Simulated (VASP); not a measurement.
A run of VASP 6.6.1 is set up as follows.

Contents of INCAR:

```
  PREC = Accurate
  ENCUT = 520
  EDIFF = 1E-6
  ISMEAR = 0
  SIGMA = 0.15
  LREAL = False
  LASPH = True
  NELM = 80
  ALGO = Normal
  ISIF = 2
  LWAVE = False
  LCHARG = False
  GGA = PS
  NBANDS = 12
```

The input KPOINTS:

```
regular mesh
0
Gamma
  22 22 22
```

File POSCAR:

```
Cu
1.0
    0.0000000000      1.8391312500      1.8075000000
    1.8391312500      0.0000000000      1.8075000000
    1.8391312500      1.8391312500      0.0000000000
Cu
1
Direct
    0.0000000000      0.0000000000      0.0000000000
```

Potentials or basis: VASP PAW PBE potentials, release 64 (Cu).

Run with:

```console
$ cat potpaw_PBE.64/Cu/POTCAR > POTCAR
$ mpirun -np 1 vasp_std > vasp.out
```

**Question.** Estimate the pressure.

**Answer.** -10.1 GPa.

Stress tensor (GPa, compression positive):
```
-10.35   0.00   0.00
  0.00 -10.35   0.00
  0.00   0.00  -9.49
```

Caveat: the cell differs from its parent crystal (strain +0.0175 x Voigt [1, 1, 0, 0, 0, 0]); the PAW data sets were made with another functional, which shifts forces and pressure a little.
